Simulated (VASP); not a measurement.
# LaBi (NiAs type) (P6_3/mmc) in VASP: further runs

LaBi (NiAs type) is run at these levels: LDA; tasks: single point.

All numbers are computed with VASP 6.6.1; they aren't measurements. Logs are shortened: lines on timing, memory, paths and dates and some standing lists are left out, and cuts for length are marked.

## Step 1: The cell of the first run

The structure is hexagonal, space group P6_3/mmc (No. 194). The conventional cell has a = 3.003 Å, b = 3.003 Å, c = 9.925 Å, α = 90.00°, β = 90.00°, γ = 120.00°. La (site symmetry -3m) has 6 La at 3.00 Å and 6 Bi at 3.03 Å within 4.0 Å. Within 4.0 Å of Bi (site symmetry -6m2) lie 6 Bi at 3.00 Å and 6 La at 3.03 Å.

## Step 2: Single point, LDA

INCAR

```
SYSTEM = LaBi
ALGO = Normal
EDIFF = 1E-6
ENCUT = 520
GGA = CA
ISIF = 2
ISMEAR = -1
LASPH = .TRUE.
LCHARG = .FALSE.
LREAL = .FALSE.
LWAVE = .FALSE.
NBANDS = 34
NELM = 100
PREC = Accurate
SIGMA = 0.05
```

KPOINTS

```
k-points
0
G
  9 9 5
  0 0 0
```

POSCAR

```
LaBi
1.0
    3.0027315309      0.0000000000      0.0000000000
   -1.5013657654      2.6004417865      0.0000000000
    0.0000000000      0.0000000000      9.9247421936
La Bi
2 2
Direct
    0.0000000000      0.0000000000      0.0000000000
    0.0000000000      0.0000000000      0.5000000000
    0.3333333333      0.6666666667      0.2500000000
    0.6666666667      0.3333333333      0.7500000000
```

Potentials or basis: VASP PAW LDA potentials, release 64 (La, Bi_d).

On the command line:

```
$ cat potpaw_LDA.64/La/POTCAR potpaw_LDA.64/Bi_d/POTCAR > POTCAR
$ mpirun -np 1 vasp_std > vasp.out
```

OUTCAR:

```text
SYSTEM = LaBi
   EDIFF = 1E-6
   ENCUT = 520
   GGA = CA
   ISIF = 2
   ISMEAR = -1
   LASPH = .TRUE.
   LREAL = .FALSE.
   NELM = 100
   PREC = Accurate

 ion  position               nearest neighbor table
   1  0.000  0.000  0.000-   3 3.03   4 3.03   3 3.03   4 3.03   4 3.03   3 3.03
   2  0.000  0.000  0.500-   3 3.03   4 3.03   3 3.03   4 3.03   4 3.03   3 3.03
   3  0.333  0.667  0.250-   1 3.03   2 3.03   1 3.03   2 3.03   1 3.03   2 3.03
   4  0.667  0.333  0.750-   1 3.03   2 3.03   1 3.03   2 3.03   1 3.03   2 3.03

  LATTYP: Found a hexagonal cell.
 ALAT       =     3.0027315309
 C/A-ratio  =     3.3052379447

  Lattice vectors:

 A1 = (   3.0027315309,   0.0000000000,   0.0000000000)
 A2 = (  -1.5013657654,   2.6004417865,   0.0000000000)
 A3 = (   0.0000000000,   0.0000000000,   9.9247421936)

Analysis of symmetry for initial positions (statically):
=====================================================================
 Subroutine PRICEL returns:
 Original cell was already a primitive cell.

 Routine SETGRP: Setting up the symmetry group for a
 hexagonal supercell.

 Subroutine GETGRP returns: Found 24 space group operations
 (whereof 12 operations were pure point group operations)
 out of a pool of 24 trial point group operations.

The static configuration has the point symmetry D_3d.
 The point group associated with its full space group is D_6h.

Analysis of symmetry for dynamics (positions and initial velocities):
=====================================================================
 Subroutine PRICEL returns:
 Original cell was already a primitive cell.

 Routine SETGRP: Setting up the symmetry group for a
 hexagonal supercell.

 Subroutine GETGRP returns: Found 24 space group operations
 (whereof 12 operations were pure point group operations)
 out of a pool of 24 trial point group operations.

The dynamic configuration has the point symmetry D_3d.
 The point group associated with its full space group is D_6h.

 Subroutine INISYM returns: Found 24 space group operations
 (whereof 12 operations are pure point group operations),
 and found     1 'primitive' translations

----------------------------------------------------------------------------------------

                                     Primitive cell

  volume of cell :      77.4966

  direct lattice vectors                    reciprocal lattice vectors
     3.002731531  0.000000000  0.000000000     0.333030106  0.192275021  0.000000000
    -1.501365765  2.600441786  0.000000000     0.000000000  0.384550043  0.000000000
     0.000000000  0.000000000  9.924742194     0.000000000  0.000000000  0.100758285

  length of vectors
     3.002731531  3.002731531  9.924742194     0.384550043  0.384550043  0.100758285

  position of ions in fractional coordinates (direct lattice)
     0.000000000  0.000000000  0.000000000
     0.000000000  0.000000000  0.500000000
     0.333333333  0.666666667  0.250000000
     0.666666667  0.333333333  0.750000000

  ion indices of the primitive-cell ions
   primitive index   ion index
                 1           1
                 2           2
                 3           3
                 4           4

----------------------------------------------------------------------------------------

 KPOINTS: k-points

Automatic generation of k-mesh.
 Grid dimensions read from file:
 generate k-points for:    9    9    5

 Generating k-lattice:

  Cartesian coordinates                     Fractional coordinates (reciprocal lattice)
     0.037003345  0.021363891  0.000000000     0.111111111  0.000000000  0.000000000
     0.000000000  0.042727783  0.000000000     0.000000000  0.111111111  0.000000000
     0.000000000  0.000000000  0.020151657     0.000000000  0.000000000  0.200000000

  Length of vectors
     0.042727783  0.042727783  0.020151657

  Shift w.r.t. Gamma in fractional coordinates (k-lattice)
     0.000000000  0.000000000  0.000000000

 Subroutine IBZKPT returns following result:
 ===========================================

 Found     36 irreducible k-points:

 Following reciprocal coordinates:
            Coordinates               Weight
  0.000000  0.000000  0.000000      1.000000
  0.111111 -0.000000  0.000000      6.000000
  0.222222  0.000000  0.000000      6.000000
  0.333333 -0.000000  0.000000      6.000000
  0.444444  0.000000  0.000000      6.000000
  0.111111  0.111111  0.000000      6.000000
[... 16 lines left out ...]
  0.333333  0.222222  0.200000     24.000000
  0.333333  0.333333  0.200000      4.000000
 [... further k-points ...]
   k-points           NKPTS =     36   k-points in BZ     NKDIM =     36   number of bands    NBANDS=     34
   number of dos      NEDOS =    301   number of ions     NIONS =      4
   total plane-waves  NPLWV =  46080
   dimension x,y,z NGX =    24 NGY =   24 NGZ =   80
   dimension x,y,z NGXF=    48 NGYF=   48 NGZF=  160
   ions per type =               2   2
   NGX,Y,Z   is equivalent  to a cutoff of  13.29, 13.29, 13.40 a.u.
   NGXF,Y,Z  is equivalent  to a cutoff of  26.58, 26.58, 26.80 a.u.
 SYSTEM =  LaBi
   PREC   = accura    normal or accurate (medium, high low for compatibility)
   ISTART =      0    job   : 0-new  1-cont  2-samecut
   ICHARG =      2    charge: 1-file 2-atom 10-const
   ISPIN  =      1    spin polarized calculation?
   LNONCOLLINEAR =      F non collinear calculations
   LSORBIT =      F    spin-orbit coupling
   LASPH  =      T    aspherical Exc in radial PAW
   ENCUT  =  520.0 eV  38.22 Ry    6.18 a.u.   5.58  5.58 18.45*2*pi/ulx,y,z
   NELM   =    100;   NELMIN=  2; NELMDL= -5     # of ELM steps
   EDIFF  = 0.1E-05   stopping-criterion for ELM
   LREAL  =      F    real-space projection
   EDIFFG = 0.1E-04   stopping-criterion for IOM
   NSW    =      0    number of steps for IOM
   IBRION =     -1    ionic relax: 0-MD 1-quasi-New 2-CG
   NFREE  =      0    steps in history (QN), initial steepest desc. (CG)
   ISIF   =      2    stress and relaxation
   ISYM   =      2    0-nonsym 1-usesym 2-fastsym
   POTIM  = 0.5000    time-step for ionic-motion
   TEBEG  =    0.0;   TEEND  =   0.0 temperature during run
   PSTRESS=    0.0 pullay stress
   NELECT =      52.0000    total number of electrons
   NUPDOWN=      -1.0000    fix difference up-down
   EMIN   =  10.00;   EMAX   =-10.00  energy-range for DOS
   EFERMI =   0.00;   METHOD = LEGACY
   ISMEAR =    -1;   SIGMA  =   0.05  broadening in eV -4-tet -1-fermi 0-gaus
   EFERMI_NEDOS =   21; number of points for ismear=-14 and -15
   IALGO  =     38    algorithm
   IMIX   =      4    mixing-type and parameters
     AMIX     =   0.40;   BMIX     =  1.00
     AMIX_MAG =   1.60;   BMIX_MAG =  1.00
  volume/ion in A,a.u.               =      19.37       130.74
  Fermi-wavevector in a.u.,A,eV,Ry     =   1.433227  2.708406 27.948267  2.054140
  Thomas-Fermi vector in A             =   2.552768
   LORBIT       =      0    0 simple, 1 ext, 2 COOP (PROOUT), +10 PAW based schemes
   GGA     = CA    functional components
   LHFCALC =     F    Hartree Fock is set to
   AEXX    =    0.0000 exact exchange contribution
   IVDW    =     0    specifies the selected vdW correction
   LEPSILON=     F    determine dielectric tensor
   LRPA    =     F    only Hartree local field effects (RPA)
 non-spin polarized calculation
  energy-cutoff  :      520.00
  volume of cell :       77.50
 maximum number of plane-waves:      2131
 NGX is ok and might be reduce to    24
   NGX = 11   NGY = 11   NGZ = 37

 number of electron      51.9999998 magnetization

 Free energy of the ion-electron system (eV)
  ---------------------------------------------------
  ext. energy  EPLUGINS =         0.00000000
  ---------------------------------------------------
  free energy    TOTEN  =       -17.10320689 eV

  energy without entropy =      -17.07685808  energy(sigma->0) =      -17.09003248

 E-fermi :  15.8568     XC(G=0): -12.8501

 val. band max:       15.8303195041   @ k =   0.3333   0.3333   0.4000
 cond. band min:      15.8624525294   @ k =   0.2222   0.1111   0.0000
 fundamental gap:      0.0321330253
 Fermi energy:        15.8567968704

 k-point     1 :       0.0000    0.0000    0.0000
  band No.  band energies     occupation
      1     -17.2532      2.00000
      2     -17.2226      2.00000
      3      -8.0747      2.00000
      4      -8.0349      2.00000
      5      -8.0170      2.00000
      6      -8.0170      2.00000
[... 26 lines left out ...]
     33      18.2475      0.00000
     34      18.2752      0.00000

 k-point     2 :       0.1111   -0.0000    0.0000
  band No.  band energies     occupation
      1     -17.1212      2.00000
      2     -17.0935      2.00000
      3      -8.0615      2.00000
      4      -8.0493      2.00000
      5      -8.0009      2.00000
      6      -7.9701      2.00000
[... 26 lines left out ...]
     33      18.3534      0.00000
     34      18.5625      0.00000

 k-point     3 :       0.2222    0.0000    0.0000
  band No.  band energies     occupation
      1     -16.7636      2.00000
      2     -16.7444      2.00000
      3      -8.1309      2.00000
      4      -8.1240      2.00000
      5      -7.8639      2.00000
      6      -7.8259      2.00000
[... 26 lines left out ...]
     33      18.2776      0.00000
     34      18.3435      0.00000

 k-point     4 :       0.3333   -0.0000    0.0000
  band No.  band energies     occupation
      1     -16.3067      2.00000
      2     -16.2998      2.00000
      3      -8.2159      2.00000
      4      -8.2092      2.00000
      5      -7.9518      2.00000
      6      -7.8525      2.00000
[... 26 lines left out ...]
     33      18.4631      0.00000
     34      18.4906      0.00000

 k-point     5 :       0.4444    0.0000    0.0000
  band No.  band energies     occupation
      1     -15.9741      2.00000
      2     -15.9706      2.00000
      3      -8.2722      2.00000
      4      -8.2635      2.00000
      5      -8.0420      2.00000
      6      -7.9163      2.00000
[... 621 lines left out ...]
 k-point    22 :       0.2222    0.2222    0.2000
  band No.  band energies     occupation
      1     -16.0920      2.00000
      2     -16.0912      2.00000
      3      -8.0319      2.00000
      4      -8.0246      2.00000
      5      -7.9450      2.00000
      6      -7.8661      2.00000
[... 26 lines left out ...]
     33      18.1701      0.00000
     34      18.5589      0.00000

 k-point    23 :       0.3333    0.2222    0.2000
  band No.  band energies     occupation
      1     -15.8335      2.00000
      2     -15.8278      2.00000
      3      -8.0073      2.00000
      4      -8.0017      2.00000
      5      -7.9695      2.00000
      6      -7.8954      2.00000
[... 26 lines left out ...]
     33      18.1589      0.00000
     34      18.5495      0.00000

 k-point    24 :       0.3333    0.3333    0.2000
  band No.  band energies     occupation
      1     -15.7428      2.00000
      2     -15.7349      2.00000
      3      -7.9288      2.00000
      4      -7.8796      2.00000
      5      -7.8796      2.00000
      6      -7.8347      2.00000
[... 26 lines left out ...]
     33      18.2136      0.00000
     34      18.2165      0.00000

 [... further k-points ...]
[... 5 lines left out ...]
  --------------------------------------------------------------------------------------
  -------------------------------------------------------------------------------------
  Total       29.6116685     29.6116685     29.6734376      0.0000000     -0.0000000      0.0000000
  in kB      612.1961384    612.1961384    613.4731638      0.0000000     -0.0000000      0.0000000
  external PRESSURE =     612.6218135 kB  Pullay stress =       0.0000000 kB

 VOLUME and BASIS-vectors are now :
 -----------------------------------------------------------------------------
  energy-cutoff  :      520.00
  volume of cell :       77.50
      direct lattice vectors                 reciprocal lattice vectors
     3.002731531  0.000000000  0.000000000     0.333030106  0.192275021  0.000000000
    -1.501365765  2.600441786  0.000000000     0.000000000  0.384550043  0.000000000
     0.000000000  0.000000000  9.924742194     0.000000000  0.000000000  0.100758285

 POSITION                                       TOTAL-FORCE (eV/Angst)
 -----------------------------------------------------------------------------------
      0.00000      0.00000      0.00000        -0.000000      0.000000     -0.000000
      0.00000      0.00000      4.96237        -0.000000      0.000000     -0.000000
     -0.00000      1.73363      2.48119         0.000000      0.000000     -0.000000
      1.50137      0.86681      7.44356        -0.000000     -0.000000      0.000000
 -----------------------------------------------------------------------------------
    total drift:                               -0.000000      0.000000     -0.000000

  FREE ENERGIE OF THE ION-ELECTRON SYSTEM (eV)
  ---------------------------------------------------
  free  energy   TOTEN  =       -17.1032068898 eV

  energy  without entropy=      -17.0768580767  energy(sigma->0) =      -17.09003248
```

It took 2.6 min on 1 thread of Intel Xeon Platinum 8259CL at 2.50GHz (Skylake/Cascade Lake), shared host; peak memory 0.23 GiB.

What came out:

| Item | Value |
| --- | --- |
| Free energy | -17.1032 eV |
| Pressure | 61.3 GPa |
| Band gap on the k mesh | zero (band 26 reaches 16.86 eV, above the bottom of band 27 at 14.83 eV) |

Stress tensor (GPa, compression positive):
```
61.22  0.00  0.00
 0.00 61.22  0.00
 0.00  0.00 61.35
```

Levels at points of the mesh, in eV from the Fermi level:
| k point | band 22 | band 23 | band 24 | band 25 | band 26 | band 27 | band 28 | band 29 | band 30 | band 31 |
| --- | --- | --- | --- | --- | --- | --- | --- | --- | --- | --- |
| (0.00, 0.00, 0.00) | -1.74 | -1.07 | -1.01 | 0.99 | 1.01 | 1.68 | 1.68 | 1.77 | 2.01 | 2.12 |

Caveat: spin-orbit coupling is left out, which moves the levels of the heavy elements.

## Step 3: Single point, LDA

INCAR

```
PREC = Accurate
ENCUT = 520
EDIFF = 1E-7
ISMEAR = -1
SIGMA = 0.05
LREAL = F
LASPH = T
NELM = 100
ALGO = Normal
ISIF = 2
LWAVE = F
LCHARG = T
GGA = CA
LELF = T
LVHAR = T
NBANDS = 34
```

KPOINTS

```
Automatic mesh
0
Gamma
  9 9 5
```

POSCAR is that of step 2.

Potentials or basis: VASP PAW LDA potentials, release 64 (La, Bi_d).

On the command line:

```
$ cat potpaw_LDA.64/La/POTCAR potpaw_LDA.64/Bi_d/POTCAR > POTCAR
$ mpirun -np 1 vasp_std > vasp.out
```

OUTCAR:

```text
PREC = Accurate
   ENCUT = 520
   EDIFF = 1E-7
   ISMEAR = -1
   LREAL = F
   LASPH = T
   NELM = 100
   ISIF = 2
   GGA = CA

 ion  position               nearest neighbor table
   1  0.000  0.000  0.000-   3 3.03   4 3.03   3 3.03   4 3.03   4 3.03   3 3.03
   2  0.000  0.000  0.500-   3 3.03   4 3.03   3 3.03   4 3.03   4 3.03   3 3.03
   3  0.333  0.667  0.250-   1 3.03   2 3.03   1 3.03   2 3.03   1 3.03   2 3.03
   4  0.667  0.333  0.750-   1 3.03   2 3.03   1 3.03   2 3.03   1 3.03   2 3.03

  LATTYP: Found a hexagonal cell.
 ALAT       =     3.0027315309
 C/A-ratio  =     3.3052379447

  Lattice vectors:

 A1 = (   3.0027315309,   0.0000000000,   0.0000000000)
 A2 = (  -1.5013657654,   2.6004417865,   0.0000000000)
 A3 = (   0.0000000000,   0.0000000000,   9.9247421936)

Analysis of symmetry for initial positions (statically):
=====================================================================
 Subroutine PRICEL returns:
 Original cell was already a primitive cell.

 Routine SETGRP: Setting up the symmetry group for a
 hexagonal supercell.

 Subroutine GETGRP returns: Found 24 space group operations
[... 166 lines left out ...]
  ---------------------------------------------------
  free energy    TOTEN  =       -17.10320697 eV

  energy without entropy =      -17.07685837  energy(sigma->0) =      -17.09003267

 E-fermi :  15.8569     XC(G=0): -12.8501

 val. band max:       15.8303824373   @ k =   0.3333   0.3333   0.4000
 cond. band min:      15.8625056363   @ k =   0.2222   0.1111   0.0000
 fundamental gap:      0.0321231990
 Fermi energy:        15.8568636958

 k-point     1 :       0.0000    0.0000    0.0000
  band No.  band energies     occupation
      1     -17.2530      2.00000
      2     -17.2225      2.00000
      3      -8.0747      2.00000
      4      -8.0349      2.00000
      5      -8.0170      2.00000
      6      -8.0170      2.00000
[... 877 lines left out ...]
     33      18.2137      0.00000
     34      18.2153      0.00000

 [... further k-points ...]
[... 5 lines left out ...]
  --------------------------------------------------------------------------------------
  -------------------------------------------------------------------------------------
  Total       29.6017755     29.6017755     29.6633359      0.0000000      0.0000000      0.0000000
  in kB      611.9916106    611.9916106    613.2643189      0.0000000      0.0000000      0.0000000
  external PRESSURE =     612.4158467 kB  Pullay stress =       0.0000000 kB

 VOLUME and BASIS-vectors are now :
 -----------------------------------------------------------------------------
  energy-cutoff  :      520.00
  volume of cell :       77.50
      direct lattice vectors                 reciprocal lattice vectors
     3.002731531  0.000000000  0.000000000     0.333030106  0.192275021  0.000000000
    -1.501365765  2.600441786  0.000000000     0.000000000  0.384550043  0.000000000
     0.000000000  0.000000000  9.924742194     0.000000000  0.000000000  0.100758285

 POSITION                                       TOTAL-FORCE (eV/Angst)
 -----------------------------------------------------------------------------------
      0.00000      0.00000      0.00000         0.000000      0.000000      0.000000
      0.00000      0.00000      4.96237        -0.000000      0.000000      0.000000
     -0.00000      1.73363      2.48119         0.000000     -0.000000      0.000000
      1.50137      0.86681      7.44356        -0.000000      0.000000     -0.000000
 -----------------------------------------------------------------------------------
    total drift:                               -0.000000      0.000000     -0.000000

  FREE ENERGIE OF THE ION-ELECTRON SYSTEM (eV)
  ---------------------------------------------------
  free  energy   TOTEN  =       -17.1032069731 eV

  energy  without entropy=      -17.0768583748  energy(sigma->0) =      -17.09003267
```

Wall time 2.2 min (1 thread of Intel Xeon Platinum 8259CL at 2.50GHz (Skylake/Cascade Lake), shared host); peak memory 0.23 GiB.

What came out:

```
Free energy            : -17.1032 eV
Pressure               : 61.2 GPa
Band gap on the k mesh : zero (band 26 reaches 16.86 eV, above the bottom of band 27 at 14.83 eV)
```

Levels at points of the mesh, in eV from the Fermi level:
| k point | band 22 | band 23 | band 24 | band 25 | band 26 | band 27 | band 28 | band 29 | band 30 | band 31 |
| --- | --- | --- | --- | --- | --- | --- | --- | --- | --- | --- |
| (0.00, 0.00, 0.00) | -1.74 | -1.07 | -1.01 | 0.99 | 1.01 | 1.68 | 1.68 | 1.77 | 2.01 | 2.12 |

Caveat: spin-orbit coupling is left out, which moves the levels of the heavy elements.
